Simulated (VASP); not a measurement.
A run of VASP 6.6.1 is set up as follows.

POSCAR

```
Mg
1.0
   -1.6517972687      1.6517972687      1.6517972687
    1.6517972687     -1.6517972687      1.6517972687
    1.6517972687      1.6517972687     -1.6517972687
Mg
1
Direct
    0.0000000000      0.0000000000      0.0000000000
```

INCAR.step1

```
SYSTEM = Mg
ALGO     = Normal         ! electronic algorithm
EDIFF    = 1E-4           ! SCF threshold, eV
ENCUT    = 520            ! plane-wave cutoff, eV
GGA      = PE             ! functional
ISMEAR   = 0              ! smearing method
LASPH    = .TRUE.         ! aspherical terms in the spheres
LCHARG   = .FALSE.        ! write CHGCAR
LREAL    = .FALSE.        ! projectors in reciprocal space
LWAVE    = .TRUE.         ! write WAVECAR
NBANDS   = 7              ! bands
NELM     = 100            ! most SCF steps
PREC     = Accurate       ! precision mode
SIGMA    = 0.05           ! smearing width, eV
```

File INCAR.step2:

```
SYSTEM = Mg
ALGO     = Normal         ! electronic algorithm
EDIFF    = 1E-6           ! SCF threshold, eV
ENCUT    = 520            ! plane-wave cutoff, eV
ISIF     = 2              ! what is computed and relaxed
ISMEAR   = 0              ! smearing method
ISTART   = 1            
LASPH    = .TRUE.         ! aspherical terms in the spheres
LCHARG   = .FALSE.        ! write CHGCAR
LMIXTAU  = .TRUE.       
LREAL    = .FALSE.        ! projectors in reciprocal space
LWAVE    = .FALSE.        ! write WAVECAR
METAGGA  = R2SCAN         ! meta-GGA
NBANDS   = 7              ! bands
NELM     = 100            ! most SCF steps
PREC     = Accurate       ! precision mode
SIGMA    = 0.05           ! smearing width, eV
```

Contents of KPOINTS:

```
k-points
0
G
  18 18 18
  0 0 0
```

Potentials or basis: VASP PAW PBE potentials, release 64 (Mg).

The run is started by

```console
$ cat potpaw_PBE.64/Mg/POTCAR > POTCAR
$ cp INCAR.step1 INCAR
$ mpirun -np 1 vasp_std > vasp.out
$ cp INCAR.step2 INCAR
$ mpirun -np 1 vasp_std > vasp.out
```

(1) What does it give for the band gap on the k mesh?

(2) What does it give for the pressure?

Results:

(1) zero (band 1 reaches 8.25 eV, above the bottom of band 2 at 3.22 eV).

(2) 13.0 GPa.

Caveat: the PAW data sets were made with another functional, which shifts forces and pressure a little.
